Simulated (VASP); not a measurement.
# C in VASP: notebook, part 2 of 2

VASP 6.6.1.

## 3. Single point, PBEsol

This run uses another cell than the first one, of 5.61 Å³/atom.

Contents of INCAR:

```
PREC = Accurate ; ENCUT = 1300
EDIFF = 1E-6 ; ISMEAR = 0
SIGMA = 0.05 ; LREAL = False
LASPH = True ; NELM = 120
ALGO = Normal ; ISIF = 2
LWAVE = False ; LCHARG = False
GGA = PS ; NBANDS = 11
GGA_COMPAT = False
```

Contents of KPOINTS:

```
Automatic mesh
0
Gamma
  12 12 12
```

Contents of POSCAR:

```
C
1.0
    0.0000000000      1.7769046139      1.7769046139
    1.7769046139      0.0000000000      1.7769046139
    1.7769046139      1.7769046139      0.0000000000
C
2
Direct
    0.5000000000      0.5000000000      0.5000000000
    0.7500000000      0.7500000000      0.7500000000
```

Potentials or basis: VASP PAW PBE potentials, release 64 (C_h).

Started as:

```
cat potpaw_PBE.64/C_h/POTCAR > POTCAR
mpirun -np 1 vasp_std > vasp.out
```

OUTCAR:

```text
PREC = Accurate
   ENCUT = 1300
   EDIFF = 1E-6
   ISMEAR = 0
   LREAL = False
   LASPH = True
   NELM = 120
   ISIF = 2
   GGA = PS

 ion  position               nearest neighbor table
   1  0.500  0.500  0.500-
   2  0.750  0.750  0.750-

  LATTYP: Found a face centered cubic cell.
 ALAT       =     3.5538092278

  Lattice vectors:

 A1 = (   0.0000000000,   1.7769046139,   1.7769046139)
 A2 = (   1.7769046139,   0.0000000000,   1.7769046139)
 A3 = (   1.7769046139,   1.7769046139,   0.0000000000)

[... 511 lines left out ...]
      4       7.4468      2.00000
      5      18.5611      0.00000
      6      21.3349      0.00000
      7      22.4110      0.00000
      8      26.5578      0.00000
      9      30.4336      0.00000
     10      35.2150      0.00000
     11      35.6895      0.00000

 [... further k-points ...]
[... 5 lines left out ...]
  --------------------------------------------------------------------------------------
  -------------------------------------------------------------------------------------
  Total        0.0089813      0.0089813      0.0089813     -0.0000000      0.0000000      0.0000000
  in kB        1.2824120      1.2824120      1.2824120     -0.0000000      0.0000000      0.0000000
  external PRESSURE =       1.2824120 kB  Pullay stress =       0.0000000 kB

 VOLUME and BASIS-vectors are now :
 -----------------------------------------------------------------------------
  energy-cutoff  :     1300.00
  volume of cell :       11.22
      direct lattice vectors                 reciprocal lattice vectors
     0.000000000  1.776904614  1.776904614    -0.281388205  0.281388205  0.281388205
     1.776904614  0.000000000  1.776904614     0.281388205 -0.281388205  0.281388205
     1.776904614  1.776904614  0.000000000     0.281388205  0.281388205 -0.281388205

 POSITION                                       TOTAL-FORCE (eV/Angst)
 -----------------------------------------------------------------------------------
      1.77690      1.77690      1.77690        -0.000000     -0.000000     -0.000000
      2.66536      2.66536      2.66536         0.000000      0.000000      0.000000
 -----------------------------------------------------------------------------------
    total drift:                                0.000000     -0.000000     -0.000000

  FREE ENERGIE OF THE ION-ELECTRON SYSTEM (eV)
  ---------------------------------------------------
  free  energy   TOTEN  =       -19.2773228636 eV

  energy  without entropy=      -19.2773228636  energy(sigma->0) =      -19.27732286
```

OSZICAR:

```text
N       E                     dE             d eps       ncg     rms          rms(c)
DAV:   1     0.213616195629E+02    0.21362E+02   -0.80523E+03  1584   0.146E+03
DAV:   2    -0.185342637245E+02   -0.39896E+02   -0.37944E+02  2250   0.204E+02
DAV:   3    -0.199294146116E+02   -0.13952E+01   -0.13901E+01  1910   0.314E+01
DAV:   4    -0.199337540938E+02   -0.43395E-02   -0.43392E-02  1744   0.197E+00
DAV:   5    -0.199337592234E+02   -0.51296E-05   -0.51296E-05  1812   0.710E-02    0.475E+00
DAV:   6    -0.194477575170E+02    0.48600E+00   -0.24595E-01  1665   0.346E+00    0.258E+00
DAV:   7    -0.192766177280E+02    0.17114E+00   -0.30000E-01  1774   0.382E+00    0.330E-01
DAV:   8    -0.192772976341E+02   -0.67991E-03   -0.76106E-03  1686   0.822E-01    0.260E-02
DAV:   9    -0.192773157679E+02   -0.18134E-04   -0.15470E-05  1907   0.407E-02    0.159E-02
DAV:  10    -0.192773231216E+02   -0.73537E-05   -0.43316E-06  1764   0.190E-02    0.214E-03
DAV:  11    -0.192773228636E+02    0.25801E-06   -0.11097E-07   985   0.335E-03
   1 F= -.19277323E+02 E0= -.19277323E+02  d E =-.154416E-25
```

It took 13 s on 1 thread of Intel Xeon 6975P-C (Granite Rapids), shared host; peak memory 0.17 GiB.

What came out:

```yaml
Free_energy: -19.2773 eV
Pressure: 0.1 GPa
Band_gap_on_the_k_mesh: 4.07 eV (least direct gap 5.57 eV)
```

Levels at points of the mesh, in eV from the valence-band top:
| k point | band 2 | band 3 | band 4 | band 5 | band 6 | band 7 |
| --- | --- | --- | --- | --- | --- | --- |
| (0.00, 0.00, 0.00) | 0.00 | 0.00 | 0.00 | 5.57 | 5.57 | 5.57 |
| (0.50, 0.00, 0.00) | -13.58 | -2.84 | -2.84 | 8.43 | 8.43 | 8.99 |
| (0.50, 0.50, 0.00) | -12.85 | -6.40 | -6.40 | 4.63 | 4.63 | 16.95 |

Caveat: the PAW data sets were made with another functional, which shifts forces and pressure a little. Expect the measured gap to be larger: semilocal functionals such as PBEsol lack the derivative discontinuity.

## 4. Single point, PBEsol (strained)

Contents of INCAR:

```
ALGO = Normal ; EDIFF = 1E-6
ENCUT = 1300 ; GGA = PS
GGA_COMPAT = F ; ISIF = 2
ISMEAR = 0 ; LASPH = T
LCHARG = T ; LELF = T
LREAL = F ; LVHAR = T
LWAVE = F ; NBANDS = 11
NELM = 120 ; PREC = Accurate
SIGMA = 0.02
```

Contents of KPOINTS:

```
k-points
0
Gamma
  12 12 12
```

Contents of POSCAR:

```
C
1.0
    0.0000000000      1.7611966700      1.7611966700
    1.7611966700      0.0000000000      1.7611966700
    1.7611966700      1.7611966700      0.0000000000
C
2
Direct
    0.5000000000      0.5000000000      0.5000000000
    0.7500000000      0.7500000000      0.7500000000
```

Started as:

```
cat potpaw_PBE.64/C_h/POTCAR > POTCAR
mpirun -np 1 vasp_std > vasp.out
```

Wall time 25 s (1 thread of Intel Xeon Platinum 8488C (Sapphire Rapids), shared host); peak memory 0.16 GiB.

Results (log left out):

* Free energy: -19.2652 eV
* Pressure: 12.7 GPa
* Band gap on the k mesh: 4.13 eV (least direct gap 5.65 eV)

Levels at points of the mesh, in eV from the valence-band top:
| k point | band 1 | band 2 | band 3 | band 4 | band 5 | band 6 | band 7 | band 8 | band 9 |
| --- | --- | --- | --- | --- | --- | --- | --- | --- | --- |
| (0.00, 0.00, 0.00) | -22.03 | 0.00 | 0.00 | 0.00 | 5.65 | 5.65 | 5.65 | 14.24 | 19.45 |
| (0.50, 0.00, 0.00) | -15.98 | -13.89 | -2.91 | -2.91 | 8.54 | 8.54 | 9.36 | 15.83 | 22.19 |
| (0.50, 0.50, 0.00) | -13.04 | -13.04 | -6.56 | -6.56 | 4.68 | 4.68 | 17.36 | 17.36 | 23.79 |

Caveat: the cell differs from its parent crystal (strained); the cell stands under pressure; the PAW data sets were made with another functional, which shifts forces and pressure a little. A k mesh can miss the band edges.

## 5. Single point, PBEsol (strained)

Contents of INCAR:

```
ALGO = Normal
EDIFF = 1E-6
ENCUT = 1300
GGA = PS
GGA_COMPAT = False
ISIF = 2
ISMEAR = 0
LASPH = True
LCHARG = False
LREAL = False
LWAVE = False
NBANDS = 11
NELM = 120
PREC = Accurate
SIGMA = 0.02
```

KPOINTS is that of step 4.

Contents of POSCAR:

```
C
1.0
    0.0000000000      1.8307671040      1.7237631040
    1.7237631040      0.0000000000      1.7237631040
    1.7237631040      1.8307671040      0.0000000000
C
2
Direct
    0.5000000000      0.5000000000      0.5000000000
    0.7500000000      0.7500000000      0.7500000000
```

Started as:

```
cat potpaw_PBE.64/C_h/POTCAR > POTCAR
mpirun -np 1 vasp_std > vasp.out
```

It took 60 s on 1 thread of AMD EPYC 7R43 (Zen 3), shared host; peak memory 0.16 GiB.

Results (log left out):

```
Free energy            : -19.1789 eV
Pressure               : 14.9 GPa
Band gap on the k mesh : 3.36 eV (least direct gap 5.11 eV)
```

Stress tensor (GPa, compression positive):
```
 35.43   0.00   0.00
  0.00 -26.10   0.00
  0.00   0.00  35.43
```

Levels at points of the mesh, in eV from the valence-band top:
```tsv
k point	band 2	band 3	band 4	band 5	band 6	band 7
(0.00, 0.00, 0.00)	-1.00	0.00	0.00	5.11	5.11	5.86
(0.50, 0.00, 0.00)	-14.26	-3.83	-2.66	7.20	8.51	9.82
(0.50, 0.50, 0.00)	-13.07	-7.20	-7.20	3.90	3.90	16.99
(0.50, 0.00, 0.50)	-14.05	-6.28	-6.28	5.34	5.34	16.84
```

Caveat: the cell differs from its parent crystal (strained); the stress differs along the axes, from -26 to 35 GPa; the PAW data sets were made with another functional, which shifts forces and pressure a little. A k mesh can miss the band edges.

## 6. Summary

```csv
cell,smearing,gap on the mesh (eV),pressure (GPa)
"a = 2.530 Å, angles 60.0°, 2 atoms",gaussian 0.01 eV,4.02,-8.5
"a = 2.513 Å, angles 60.0°, 2 atoms",gaussian 0.05 eV,4.07,0.1
"a = 2.491 Å, angles 60.0°, 2 atoms",gaussian 0.02 eV,4.13,12.7
"a = 2.515, b = 2.438 Å, angles 61.0, 58.0, 61.0°, 2 atoms",gaussian 0.02 eV,3.36,14.9
```

Alike in all rows: task single point; level PBEsol; potentials or basis VASP PAW PBE potentials, release 64 (C_h); no spin polarisation; k mesh 12 × 12 × 12; cutoff (eV) 1300.

Caveats: the PAW data sets were made with another functional, which shifts forces and pressure a little; the cell stands under tension (at least some runs); the cell stands under pressure (at least some runs); the stress differs along the axes, from -26 to 35 GPa (at least some runs).

Absolute energies hang on the potentials; compare differences alone.
